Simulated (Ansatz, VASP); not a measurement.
Pt in VASP and in Ansatz

```
Pt
1.0
     0.00000    2.05579    2.05579
     2.05579    0.00000    2.05579
     2.05579    2.05579    0.00000
Pt
1
Cartesian
  0.0000 0.0000 0.0000
```

Change from the starting cell: strain +0.050 along x and y, +0.050 along z, atoms carried along.

Alike in both runs: task single point; functional PBE; k mesh 20 × 20 × 20; occupations gaussian, width 0.15 eV; no spin polarisation.

```csv
,VASP,Ansatz
version,VASP 6.6.1,Ansatz 0.2.0
potentials or method,"VASP PAW PBE potentials, release 64 (Pt), cutoff 520 eV","scalar-relativistic, plane waves, PAW"
valence electrons in the cell,10,18
```

Ansatz gave:

- gap on the k mesh at the Fermi level (eV): none
- pressure (GPa): -19.4

Problem. What did VASP give for the same quantities?

Solution. gap on the k mesh at the Fermi level (eV): none; pressure (GPa): -19.7.

A gap of «none» marks a metal or a gap that the smearing closes. VASP's potentials hold 10 valence electrons a cell and Ansatz's 18, so a difference there can come from the potentials and not from the codes.

Neither program's run includes spin-orbit coupling.
